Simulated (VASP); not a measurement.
## BaTiO3: dielectric tensor with r2SCAN

BaTiO3:

```
Ba Ti O
1.0
     4.05148    0.00000    0.00000
     0.00000    4.05148    0.00000
     0.00000    0.00000    4.01258
Ba Ti O
1 1 3
Direct
  0.50000 0.50000 0.58075
  0.00000 0.00000 0.09608
  0.00000 0.50000 0.06520
  0.50000 0.00000 0.06520
  0.00000 0.00000 0.55275
```

This cell differs from its parent crystal: epitaxial xy strain +2.0%.

```yaml
Program: VASP 6.6.1
Task: dielectric tensor
Functional: r2SCAN
Potentials_or_basis: VASP PAW PBE potentials, release 64 (Ba_sv, Ti_sv, O)
Cutoff: 580 eV
k_mesh: 6 × 6 × 6
Occupations: gaussian, width 0.01 eV
Spin: no spin polarisation
Dipole_correction: no
Second_try: not_converged
Further_INCAR_settings: ALGO = All; EDIFF = 1e-08
```

```yaml
Band_gap_on_the_k_mesh: 2.14 eV (least direct gap 2.50 eV)
Electronic_dielectric_tensor_diagonal: 5.78, 5.78, 5.28
Born_charges_mean_of_the_diagonal: Ba +2.72; Ti +6.52; O -3.16, -2.92 (each value once) e
```

Levels at points of the mesh, in eV from the valence-band top:
| k point | band 18 | band 19 | band 20 | band 21 | band 22 | band 23 |
| --- | --- | --- | --- | --- | --- | --- |
| (0.00, 0.00, 0.00) | -0.45 | -0.36 | -0.36 | 2.14 | 2.50 | 4.19 |
| (0.50, 0.00, 0.00) | -1.58 | -1.10 | -0.99 | 2.60 | 3.73 | 4.45 |
| (0.50, 0.50, 0.00) | -1.17 | -1.17 | -0.09 | 3.83 | 3.83 | 4.18 |
| (0.00, 0.00, 0.50) | -1.87 | -0.73 | -0.73 | 2.30 | 3.98 | 4.55 |
| (0.50, 0.00, 0.50) | -0.89 | -0.87 | -0.22 | 3.76 | 3.98 | 4.27 |
| (0.50, 0.50, 0.50) | -0.13 | -0.13 | 0.00 | 4.41 | 6.27 | 6.82 |

Electronic dielectric tensor:
```
5.78 0.00 0.00
0.00 5.78 0.00
0.00 0.00 5.28
```

Born effective charge tensors (e):
atom 1, Ba
```
2.69 0.00 0.00
0.00 2.69 0.00
0.00 0.00 2.78
```
atom 2, Ti
```
6.81 0.00 0.00
0.00 6.81 0.00
0.00 0.00 5.95
```
atom 3, O
```
-2.13  0.00  0.00
 0.00 -5.42  0.00
 0.00  0.00 -1.93
```
atom 4, O
```
-5.42  0.00  0.00
 0.00 -2.13  0.00
 0.00  0.00 -1.93
```
atom 5, O
```
-1.95  0.00  0.00
 0.00 -1.95  0.00
 0.00  0.00 -4.87
```

Dipole moments of the cell (e·Å, modulo the quantum): ionic -32.412, -32.412, -19.824; electronic 0.000, 0.000, -2.963

Run time: 14 min on 4 MPI ranks on Intel(R) Xeon(R) 6975P-C (Granite Rapids) (shared host), peak memory 0.73 GiB a rank.

Caveat: the cell differs from its parent crystal (epitaxial xy strain +2.0%); spin-orbit coupling is left out, which moves the levels of the heavy elements. A k mesh can miss the band edges.
